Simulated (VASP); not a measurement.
Set up this calculation in VASP 6.6.1, as the native input.

```
Task                   : single point
Functional             : PBEsol
Potentials or basis    : VASP PAW PBE potentials, release 64 (Ti_sv, C)
Cutoff                 : 520 eV
k mesh                 : 11 × 11 × 11
Occupations            : fermi-dirac, width 0.05 eV
Spin                   : no spin polarisation
Dipole correction      : no
Further INCAR settings : ALGO = Normal; EDIFF = 1e-06; NBANDS = 15
```

The structure of TiC lies in POSCAR:

```
TiC
1.0
    0.0000000000      2.1337990419      2.1337990419
    2.1337990419      0.0000000000      2.1337990419
    2.1337990419      2.1337990419      0.0000000000
Ti C
1 1
Direct
    0.0000000000      0.0000000000      0.0000000000
    0.5000000000      0.5000000000      0.5000000000
```

The input as run:

INCAR

```
SYSTEM = TiC
PREC = Accurate ; ENCUT = 520
EDIFF = 1E-6 ; ISMEAR = -1
SIGMA = 0.05 ; LREAL = .False.
LASPH = .True. ; NELM = 60
ALGO = Normal ; ISIF = 2
LWAVE = .False. ; LCHARG = .False.
GGA = PS ; NBANDS = 15
```

KPOINTS

```
Automatic mesh
0
Gamma
  11 11 11
  0 0 0
```

Potentials or basis: VASP PAW PBE potentials, release 64 (Ti_sv, C).

Run with:

```bash
$ cat potpaw_PBE.64/Ti_sv/POTCAR potpaw_PBE.64/C/POTCAR > POTCAR
$ mpirun -np 1 vasp_std > vasp.out
```

Results of the run:

The pressure is 5.2 GPa and the band gap on the k mesh is zero (band 8 reaches 10.51 eV, above the bottom of band 9 at 9.42 eV).

Caveat: the PAW data sets were made with another functional, which shifts forces and pressure a little.

Run time: 8.2 s on 1 thread of Intel(R) Xeon(R) Platinum 8559C (Emerald Rapids), on a shared host, peak memory 0.14 GiB.
